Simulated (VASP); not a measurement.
# YCu2Sb3 (P6/mmm) in VASP: relaxation of cell and atoms with PBE

Aim: the relaxation of cell and atoms of YCu2Sb3 with PBE.

Program: VASP 6.6.1. These are calculated values, not measurements. Logs are shortened: lines on timing, memory, paths and dates and some standing lists are left out, and cuts for length are marked.

**1. The cell of the first run**

It takes space group P6/mmm (No. 191, hexagonal). Conventional cell: a = 6.564 Å, b = 6.564 Å, c = 3.871 Å, α = 90.00°, β = 90.00°, γ = 120.00°. Within 5.0 Å of Y (site symmetry 6/mmm) lie 6 Cu at 3.79 Å and 12 Sb at 3.81 Å and 2 Y at 3.87 Å. Cu (site symmetry -6m2) has 6 Sb at 2.71 Å within 3.6 Å. Within 3.6 Å of Sb (site symmetry mmm) lie 4 Cu at 2.71 Å and 4 Sb at 3.28 Å.

The cell was generated, and may not be a known phase.

**2. Relaxation of cell and atoms, PBE**

Input file INCAR:

```
PREC = Accurate ; ENCUT = 600
EDIFF = 1E-6 ; ISMEAR = 0
SIGMA = 0.1 ; LREAL = F
LASPH = T ; NELM = 100
ALGO = Normal ; ISIF = 3
LWAVE = F ; LCHARG = F
GGA = PE ; IBRION = 2
NSW = 100 ; EDIFFG = -0.01
```

Input file KPOINTS:

```
Automatic mesh
0
Gamma
  9 9 10
```

Input file POSCAR:

```
YCu2Sb3
1.0
    6.5639602432      0.0000000000      0.0000000000
   -3.2819801216      5.6845563200      0.0000000000
    0.0000000000      0.0000000000      3.8710345574
Y Cu Sb
1 2 3
Direct
    0.0000000000      0.0000000000      0.0000000000
    0.3333333333      0.6666666667      0.0000000000
    0.6666666667      0.3333333333      0.0000000000
    0.5000000000      0.0000000000      0.5000000000
    0.5000000000      0.5000000000      0.5000000000
    0.0000000000      0.5000000000      0.5000000000
```

Potentials or basis: VASP PAW PBE potentials, release 64 (Y_sv, Cu, Sb).

Run with:

```sh
> cat potpaw_PBE.64/Y_sv/POTCAR potpaw_PBE.64/Cu/POTCAR potpaw_PBE.64/Sb/POTCAR > POTCAR
> mpirun -np 1 vasp_std > vasp.out
```

OUTCAR:

```text
PREC = Accurate
   ENCUT = 600
   EDIFF = 1E-6
   ISMEAR = 0
   LREAL = F
   LASPH = T
   NELM = 100
   ISIF = 3
   GGA = PE
   IBRION = 2
   NSW = 100
   EDIFFG = -0.01

 ion  position               nearest neighbor table
   1  0.000  0.000  0.000-   5 3.81   6 3.81   5 3.81   6 3.81   6 3.81   6 3.81   5 3.81   5 3.81
                             4 3.81   4 3.81   4 3.81   4 3.81
   2  0.333  0.667  0.000-   4 2.71   4 2.71   6 2.71   6 2.71   5 2.71   5 2.71
   3  0.667  0.333  0.000-   4 2.71   4 2.71   6 2.71   6 2.71   5 2.71   5 2.71
   4  0.500  0.000  0.500-   2 2.71   3 2.71   2 2.71   3 2.71   5 3.28   6 3.28   5 3.28   6 3.28
                             1 3.81   1 3.81   1 3.81   1 3.81
   5  0.500  0.500  0.500-   2 2.71   3 2.71   2 2.71   3 2.71   4 3.28   4 3.28   6 3.28   6 3.28
                             1 3.81   1 3.81   1 3.81   1 3.81
   6  0.000  0.500  0.500-   2 2.71   3 2.71   2 2.71   3 2.71   4 3.28   4 3.28   5 3.28   5 3.28
                             1 3.81   1 3.81   1 3.81   1 3.81

  LATTYP: Found a hexagonal cell.
 ALAT       =     6.5639602432
 C/A-ratio  =     0.5897407074

  Lattice vectors:

 A1 = (   6.5639602432,   0.0000000000,   0.0000000000)
 A2 = (  -3.2819801216,   5.6845563200,   0.0000000000)
 A3 = (   0.0000000000,   0.0000000000,   3.8710345574)

Analysis of symmetry for initial positions (statically):
=====================================================================
 Subroutine PRICEL returns:
 Original cell was already a primitive cell.

 Routine SETGRP: Setting up the symmetry group for a
 hexagonal supercell.

 Subroutine GETGRP returns: Found 24 space group operations
 (whereof 24 operations were pure point group operations)
 out of a pool of 24 trial point group operations.

The static configuration has the point symmetry D_6h.

Analysis of symmetry for dynamics (positions and initial velocities):
=====================================================================
 Subroutine PRICEL returns:
 Original cell was already a primitive cell.

 Routine SETGRP: Setting up the symmetry group for a
 hexagonal supercell.

 Subroutine GETGRP returns: Found 24 space group operations
 (whereof 24 operations were pure point group operations)
 out of a pool of 24 trial point group operations.

The dynamic configuration has the point symmetry D_6h.

 Subroutine INISYM returns: Found 24 space group operations
 (whereof 24 operations are pure point group operations),
 and found     1 'primitive' translations

----------------------------------------------------------------------------------------

                                     Primitive cell

  volume of cell :     144.4407

  direct lattice vectors                    reciprocal lattice vectors
     6.563960243  0.000000000  0.000000000     0.152347053  0.087957612  0.000000000
    -3.281980122  5.684556320  0.000000000     0.000000000  0.175915224  0.000000000
     0.000000000  0.000000000  3.871034557     0.000000000  0.000000000  0.258328874

  length of vectors
     6.563960243  6.563960243  3.871034557     0.175915224  0.175915224  0.258328874

  position of ions in fractional coordinates (direct lattice)
     0.000000000  0.000000000  0.000000000
     0.333333333  0.666666667  0.000000000
     0.666666667  0.333333333  0.000000000
     0.500000000  0.000000000  0.500000000
     0.500000000  0.500000000  0.500000000
     0.000000000  0.500000000  0.500000000

  ion indices of the primitive-cell ions
   primitive index   ion index
                 1           1
                 2           2
                 3           3
                 4           4
                 5           5
                 6           6

----------------------------------------------------------------------------------------

 KPOINTS: Automatic mesh

Automatic generation of k-mesh.
 Grid dimensions read from file:
 generate k-points for:    9    9   10

 Generating k-lattice:

  Cartesian coordinates                     Fractional coordinates (reciprocal lattice)
     0.016927450  0.009773068  0.000000000     0.111111111  0.000000000  0.000000000
     0.000000000  0.019546136  0.000000000     0.000000000  0.111111111  0.000000000
     0.000000000  0.000000000  0.025832887     0.000000000  0.000000000  0.100000000

  Length of vectors
     0.019546136  0.019546136  0.025832887

  Shift w.r.t. Gamma in fractional coordinates (k-lattice)
     0.000000000  0.000000000  0.000000000

 Subroutine IBZKPT returns following result:
 ===========================================

 Found     72 irreducible k-points:

 Following reciprocal coordinates:
            Coordinates               Weight
  0.000000  0.000000  0.000000      1.000000
  0.111111  0.000000  0.000000      6.000000
  0.222222 -0.000000  0.000000      6.000000
  0.333333  0.000000  0.000000      6.000000
  0.444444 -0.000000  0.000000      6.000000
  0.111111  0.111111  0.000000      6.000000
[... 16 lines left out ...]
  0.333333  0.222222  0.100000     24.000000
  0.333333  0.333333  0.100000      4.000000
 [... further k-points ...]
   k-points           NKPTS =     72   k-points in BZ     NKDIM =     72   number of bands    NBANDS=     28
   number of dos      NEDOS =    301   number of ions     NIONS =      6
   total plane-waves  NPLWV =  93312
   dimension x,y,z NGX =    54 NGY =   54 NGZ =   32
   dimension x,y,z NGXF=   108 NGYF=  108 NGZF=   64
   ions per type =               1   2   3
   NGX,Y,Z   is equivalent  to a cutoff of  13.68, 13.68, 13.74 a.u.
   NGXF,Y,Z  is equivalent  to a cutoff of  27.35, 27.35, 27.49 a.u.
 SYSTEM =  unknown system
   PREC   = accura    normal or accurate (medium, high low for compatibility)
   ISTART =      0    job   : 0-new  1-cont  2-samecut
   ICHARG =      2    charge: 1-file 2-atom 10-const
   ISPIN  =      1    spin polarized calculation?
   LNONCOLLINEAR =      F non collinear calculations
   LSORBIT =      F    spin-orbit coupling
   LASPH  =      T    aspherical Exc in radial PAW
   ENCUT  =  600.0 eV  44.10 Ry    6.64 a.u.  13.11 13.11  7.73*2*pi/ulx,y,z
   NELM   =    100;   NELMIN=  2; NELMDL= -5     # of ELM steps
   EDIFF  = 0.1E-05   stopping-criterion for ELM
   LREAL  =      F    real-space projection
   EDIFFG = -.1E-01   stopping-criterion for IOM
   NSW    =    100    number of steps for IOM
   IBRION =      2    ionic relax: 0-MD 1-quasi-New 2-CG
   NFREE  =      1    steps in history (QN), initial steepest desc. (CG)
   ISIF   =      3    stress and relaxation
   ISYM   =      2    0-nonsym 1-usesym 2-fastsym
   POTIM  = 0.5000    time-step for ionic-motion
   TEBEG  =    0.0;   TEEND  =   0.0 temperature during run
   PSTRESS=    0.0 pullay stress
   NELECT =      48.0000    total number of electrons
   NUPDOWN=      -1.0000    fix difference up-down
   EMIN   =  10.00;   EMAX   =-10.00  energy-range for DOS
   EFERMI =   0.00;   METHOD = LEGACY
   ISMEAR =     0;   SIGMA  =   0.10  broadening in eV -4-tet -1-fermi 0-gaus
   EFERMI_NEDOS =   21; number of points for ismear=-14 and -15
   IALGO  =     38    algorithm
   IMIX   =      4    mixing-type and parameters
     AMIX     =   0.40;   BMIX     =  1.00
     AMIX_MAG =   1.60;   BMIX_MAG =  1.00
  volume/ion in A,a.u.               =      24.07       162.46
  Fermi-wavevector in a.u.,A,eV,Ry     =   1.133945  2.142846 17.494802  1.285832
  Thomas-Fermi vector in A             =   2.270649
   LORBIT       =      0    0 simple, 1 ext, 2 COOP (PROOUT), +10 PAW based schemes
   GGA     = PE    functional components
   LHFCALC =     F    Hartree Fock is set to
   AEXX    =    0.0000 exact exchange contribution
   IVDW    =     0    specifies the selected vdW correction
   LEPSILON=     F    determine dielectric tensor
   LRPA    =     F    only Hartree local field effects (RPA)
 conjugate gradient relaxation of ions
 non-spin polarized calculation
 Gauss-broadening in eV      SIGMA  =   0.10
  energy-cutoff  :      600.00
  volume of cell :      144.44
 maximum number of plane-waves:      4845
 NGX is ok and might be reduce to    54
   NGX = 27   NGY = 27   NGZ = 15

--------------------------------------- Ionic step        1  -------------------------------------------

 number of electron      47.9999974 magnetization

 Free energy of the ion-electron system (eV)
  ---------------------------------------------------
  ext. energy  EPLUGINS =         0.00000000
  ---------------------------------------------------
  free energy    TOTEN  =       -26.13403905 eV

  energy without entropy =      -26.11585733  energy(sigma->0) =      -26.12494819

------------------------ aborting loop because EDIFF is reached ----------------------------------------

  FORCE on cell =-STRESS in cart. coord.  units (eV):
  Direction    XX          YY          ZZ          XY          YZ          ZX
  --------------------------------------------------------------------------------------
  -------------------------------------------------------------------------------------
  Total       -1.4741377     -1.4741377      1.7415967      0.0000000      0.0000000      0.0000000
  in kB      -16.3515554    -16.3515554     19.3182865      0.0000000      0.0000000      0.0000000
  external PRESSURE =      -4.4616081 kB  Pullay stress =       0.0000000 kB
[... 225 lines left out ...]
  energy  without entropy=      -26.1742966834  energy(sigma->0) =      -26.18402535

--------------------------------------- Ionic step        7  -------------------------------------------

 number of electron      48.0000015 magnetization

 Free energy of the ion-electron system (eV)
  ---------------------------------------------------
  ext. energy  EPLUGINS =         0.00000000
  ---------------------------------------------------
  free energy    TOTEN  =       -26.19478254 eV

  energy without entropy =      -26.17528019  energy(sigma->0) =      -26.18503136

 E-fermi :   7.1187     XC(G=0): -10.2368

 val. band max:        7.0926277364   @ k =   0.3333   0.1111   0.4000
 cond. band min:       7.1187661729   @ k =   0.3333   0.3333   0.1000
 fundamental gap:      0.0261384365
 Fermi energy:         7.1186886910

 k-point     1 :       0.0000    0.0000    0.0000
  band No.  band energies     occupation
      1     -37.1488      2.00000
      2     -17.0890      2.00000
      3     -17.0890      2.00000
      4     -16.9365      2.00000
      5      -5.2375      2.00000
      6      -1.7883      2.00000
[... 733 lines left out ...]
     27       8.4254      0.00000
     28       8.7170      0.00000

 [... further k-points ...]

------------------------ aborting loop because EDIFF is reached ----------------------------------------

  FORCE on cell =-STRESS in cart. coord.  units (eV):
  Direction    XX          YY          ZZ          XY          YZ          ZX
  --------------------------------------------------------------------------------------
  -------------------------------------------------------------------------------------
  Total        0.0418632      0.0418632      0.0187455      0.0000000     -0.0000000      0.0000000
  in kB        0.4714012      0.4714012      0.2110838      0.0000000     -0.0000000      0.0000000
  external PRESSURE =       0.3846287 kB  Pullay stress =       0.0000000 kB
[... 21 lines left out ...]
  FREE ENERGIE OF THE ION-ELECTRON SYSTEM (eV)
  ---------------------------------------------------
  free  energy   TOTEN  =       -26.1947825387 eV

  energy  without entropy=      -26.1752801899  energy(sigma->0) =      -26.18503136

 reached required accuracy - stopping structural energy minimisation
```

It took 67 min on 1 thread of Intel Xeon 8259CL, shared host; peak memory 0.61 GiB.

What came out:

| Item | Value |
| --- | --- |
| Free energy | -26.1948 eV |
| Relaxed volume | 23.71 Å³/atom |
| Relaxed cell | a = 6.410 Å, b = 6.410 Å, c = 3.999 Å, α = 90.00°, β = 90.00°, γ = 120.00° |
| Space group after relaxing (to 0.1 Å) | P6/mmm (No. 191) |
| Energy gained by relaxing | 10.1 meV/atom |
| Ionic steps | 7 |
| Pressure after relaxing | 0.0 GPa |
| Band gap on the k mesh | zero (bands 24 and 25 overlap by 1.89 eV) |

Step by step:
```
step  energy change (eV)  largest force (eV/Å)  pressure (GPa)  volume (Å³)
   1              0.0000                0.0000           -0.45       144.44
   2             -0.0453                0.0000           -0.04       143.01
   3             -0.0578                0.0000            0.29       141.98
   4             -0.0593                0.0000            0.42       141.55
   5             -0.0593                0.0000            0.49       141.41
   6             -0.0597                0.0000           -0.35       143.05
   7             -0.0607                0.0000            0.04       142.28
```

Final structure:
```
Y Cu Sb
1.0
     6.41002    0.00000    0.00000
    -3.20501    5.55124    0.00000
     0.00000    0.00000    3.99855
Y Cu Sb
1 2 3
Cartesian
  -3.2050 5.5512 3.9986
  0.0000 3.7008 0.0000
  3.2050 1.8504 0.0000
  3.2050 0.0000 1.9993
  1.6025 2.7756 1.9993
  -1.6025 2.7756 1.9993
```

Levels at points of the mesh, in eV from the Fermi level:
```csv
k point,band 22,band 23,band 24,band 25,band 26,band 27
"(0.00, 0.00, 0.00)",-1.46,0.55,1.31,1.31,1.67,1.67
"(0.00, 0.00, 0.50)",-2.53,-2.53,-1.42,1.12,1.44,1.44
```

Caveat: spin-orbit coupling is left out, which moves the levels of the heavy elements.

The gap in the log of VASP goes by the Fermi energy; the results here count the filled bands.